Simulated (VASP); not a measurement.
# Nb2Te6Mo (P-3m1) in VASP: further runs, part 2 of 2

VASP 6.6.1. Earlier steps stand in the parts before.

### 3 Single point, PBE, collinear spin

INCAR

```
SYSTEM = Nb2Te6Mo
ALGO = Fast
EDIFF = 1E-7
ENCUT = 520
GGA = PE
ISIF = 2
ISMEAR = 0
ISPIN = 2
LASPH = .True.
LCHARG = .False.
LMAXMIX = 4
LORBIT = 11
LREAL = .False.
LWAVE = .False.
MAGMOM = 1 1 0 0 0 0 0 0 1
NBANDS = 52
NELM = 150
PREC = Accurate
SIGMA = 0.1
```

KPOINTS

```
k-points
0
Gamma
  6 6 1
  0 0 0
```

POSCAR

```
Nb2Te6Mo
1.0
    3.6184999970      0.0000000000      0.0000000000
   -1.8092499985      3.1337129210      0.0000000000
    0.0000000000      0.0000000000     22.8216884264
Nb Te Mo
2 6 1
Direct
    0.0000000000      0.0000000000      0.8322994891
    0.0000000000      0.0000000000      0.1677005109
    0.6666666667      0.3333333333      0.0854304267
    0.6666666667      0.3333333333      0.4206181079
    0.6666666667      0.3333333333      0.7501455094
    0.3333333333      0.6666666667      0.9145695733
    0.3333333333      0.6666666667      0.2498544906
    0.3333333333      0.6666666667      0.5793818921
    0.0000000000      0.0000000000      0.5000000000
```

Potentials or basis: VASP PAW PBE potentials, release 64 (Nb_sv, Te, Mo_sv).

Run with:

```console
$ cat potpaw_PBE.64/Nb_sv/POTCAR potpaw_PBE.64/Te/POTCAR potpaw_PBE.64/Mo_sv/POTCAR > POTCAR
$ mpirun -np 1 vasp_std > vasp.out
```

OUTCAR:

```text
SYSTEM = Nb2Te6Mo
   EDIFF = 1E-7
   ENCUT = 520
   GGA = PE
   ISIF = 2
   ISMEAR = 0
   ISPIN = 2
   LASPH = .True.
   LORBIT = 11
   LREAL = .False.
   NELM = 150
   PREC = Accurate

 ion  position               nearest neighbor table
   1  0.000  0.000  0.832-   5 2.81   5 2.81   5 2.81   6 2.81   6 2.81   6 2.81
   2  0.000  0.000  0.168-   7 2.81   7 2.81   7 2.81   3 2.81   3 2.81   3 2.81
   3  0.667  0.333  0.085-   2 2.81   2 2.81   2 2.81
   4  0.667  0.333  0.421-   9 2.77   9 2.77   9 2.77
   5  0.667  0.333  0.750-   1 2.81   1 2.81   1 2.81
   6  0.333  0.667  0.915-   1 2.81   1 2.81   1 2.81
   7  0.333  0.667  0.250-   2 2.81   2 2.81   2 2.81
   8  0.333  0.667  0.579-   9 2.77   9 2.77   9 2.77
   9  0.000  0.000  0.500-   4 2.77   8 2.77   4 2.77   8 2.77   4 2.77   8 2.77

  LATTYP: Found a hexagonal cell.
 ALAT       =     3.6184999970
 C/A-ratio  =     6.3069472006

  Lattice vectors:

 A1 = (   3.6184999970,   0.0000000000,   0.0000000000)
 A2 = (  -1.8092499985,   3.1337129210,   0.0000000000)
 A3 = (   0.0000000000,   0.0000000000,  22.8216884264)

Analysis of symmetry for initial positions (statically):
=====================================================================
 Subroutine PRICEL returns:
 Original cell was already a primitive cell.

 Routine SETGRP: Setting up the symmetry group for a
 hexagonal supercell.

 Subroutine GETGRP returns: Found 12 space group operations
 (whereof 12 operations were pure point group operations)
 out of a pool of 24 trial point group operations.

The static configuration has the point symmetry D_3d.

Analysis of symmetry for dynamics (positions and initial velocities):
=====================================================================
 Subroutine PRICEL returns:
[... 546 lines left out ...]
     49      10.0032      0.00000
     50      10.2568      0.00000
 Fermi energy:         7.0519032658

 spin component 2

 k-point     1 :       0.0000    0.0000    0.0000
  band No.  band energies     occupation
      1     -54.4914      1.00000
      2     -48.3277      1.00000
      3     -48.3277      1.00000
      4     -28.5713      1.00000
      5     -28.5713      1.00000
      6     -28.5386      1.00000
[... 360 lines left out ...]
     49      10.0045      0.00000
     50      10.2569      0.00000
 [bands above 50 left out]

------------------------ aborting loop because EDIFF is reached ----------------------------------------

  FORCE on cell =-STRESS in cart. coord.  units (eV):
  Direction    XX          YY          ZZ          XY          YZ          ZX
  --------------------------------------------------------------------------------------
  -------------------------------------------------------------------------------------
  Total       -0.1477115     -0.1477115     -0.0151956      0.0000000      0.0000000      0.0000000
  in kB       -0.9145117     -0.9145117     -0.0940789      0.0000000      0.0000000      0.0000000
  external PRESSURE =      -0.6410341 kB  Pullay stress =       0.0000000 kB

 VOLUME and BASIS-vectors are now :
 -----------------------------------------------------------------------------
  energy-cutoff  :      520.00
  volume of cell :      258.78
      direct lattice vectors                 reciprocal lattice vectors
     3.618499997  0.000000000  0.000000000     0.276357607  0.159555139  0.000000000
    -1.809249998  3.133712921  0.000000000     0.000000000  0.319110278  0.000000000
     0.000000000  0.000000000 22.821688426     0.000000000  0.000000000  0.043817967

 POSITION                                       TOTAL-FORCE (eV/Angst)
 -----------------------------------------------------------------------------------
      0.00000      0.00000     18.99448        -0.000000      0.000000     -0.004647
      0.00000      0.00000      3.82721        -0.000000      0.000000      0.004647
      1.80925      1.04457      1.94967        -0.000000      0.000000      0.007254
      1.80925      1.04457      9.59922        -0.000000     -0.000000     -0.013788
      1.80925      1.04457     17.11959        -0.000000      0.000000      0.011455
     -0.00000      2.08914     20.87202         0.000000      0.000000     -0.007254
     -0.00000      2.08914      5.70210         0.000000     -0.000000     -0.011455
     -0.00000      2.08914     13.22247         0.000000      0.000000      0.013788
      0.00000      0.00000     11.41084        -0.000000      0.000000      0.000000
 -----------------------------------------------------------------------------------
    total drift:                               -0.000000     -0.000000      0.000000

  FREE ENERGIE OF THE ION-ELECTRON SYSTEM (eV)
  ---------------------------------------------------
  free  energy   TOTEN  =       -53.0431150654 eV

  energy  without entropy=      -53.0063096421  energy(sigma->0) =      -53.02471235

 total charge

# of ion       s       p       d       tot
------------------------------------------
    1        2.146   5.999   2.434  10.580
    2        2.146   5.999   2.434  10.580
    3        1.387   1.975   0.052   3.413
    4        1.389   1.939   0.056   3.384
    5        1.385   1.979   0.052   3.416
    6        1.387   1.975   0.052   3.413
    7        1.385   1.979   0.052   3.416
    8        1.389   1.939   0.056   3.384
    9        2.250   6.133   3.893  12.276
--------------------------------------------------
tot         14.863  29.918   9.080  53.861

 magnetization (x)

# of ion       s       p       d       tot
------------------------------------------
    1        0.000  -0.000   0.000   0.000
    2        0.000  -0.000   0.000   0.000
    3        0.000  -0.000   0.000  -0.000
    4       -0.000  -0.000   0.000  -0.000
    5        0.000  -0.000   0.000  -0.000
    6        0.000  -0.000   0.000  -0.000
    7        0.000  -0.000   0.000  -0.000
    8       -0.000  -0.000   0.000  -0.000
    9        0.000   0.000   0.000   0.000
--------------------------------------------------
tot          0.000  -0.000   0.000   0.000
```

OSZICAR:

```text
N       E                     dE             d eps       ncg     rms          rms(c)
DAV:   1     0.618461633213E+03    0.61846E+03   -0.35983E+04  1616   0.129E+03
DAV:   2    -0.635895623316E+00   -0.61910E+03   -0.59537E+03  1976   0.381E+02
DAV:   3    -0.503446661091E+02   -0.49709E+02   -0.48218E+02  2040   0.936E+01
[... 23 lines left out ...]
RMM:  27    -0.530431138978E+02   -0.14275E-05   -0.99527E-06  2384   0.798E-03    0.228E-03
RMM:  28    -0.530431144666E+02   -0.56882E-06   -0.46162E-06  2225   0.603E-03    0.148E-03
RMM:  29    -0.530431147994E+02   -0.33275E-06   -0.23714E-06  2042   0.466E-03    0.861E-04
RMM:  30    -0.530431149967E+02   -0.19732E-06   -0.12552E-06  1936   0.406E-03    0.454E-04
RMM:  31    -0.530431150654E+02   -0.68718E-07   -0.73882E-07  1795   0.365E-03
   1 F= -.53043115E+02 E0= -.53024712E+02  d E =-.368054E-01  mag=     0.0002
```

Wall time 14 min (1 thread of Oxide Virtual Turin-like, shared host); peak memory 0.52 GiB.

What came out:

```yaml
Free_energy: -53.0431 eV
Pressure: -0.1 GPa
Largest_force: 0.014 eV/Å
Band_gap_on_the_k_mesh: zero (filled and empty bands overlap)
Net_moment: 0.00 μB per cell
Valence_electrons_inside_the_program's_atomic_spheres: Nb 10.58; Te 3.41, 3.38, 3.42 (each value once); Mo 12.28
```

Forces on the atoms (eV/Å):
```
Nb   0.000  0.000 -0.005
Nb   0.000  0.000  0.005
Te   0.000  0.000  0.007
Te   0.000  0.000 -0.014
Te   0.000  0.000  0.011
Te   0.000  0.000 -0.007
Te   0.000  0.000 -0.011
Te   0.000  0.000  0.014
Mo   0.000  0.000  0.000
```

Caveat: spin-orbit coupling is left out, which moves the levels of the heavy elements; this functional lacks dispersion, which binds layers or chains, so the pressure and a relaxed spacing across them are unreliable.
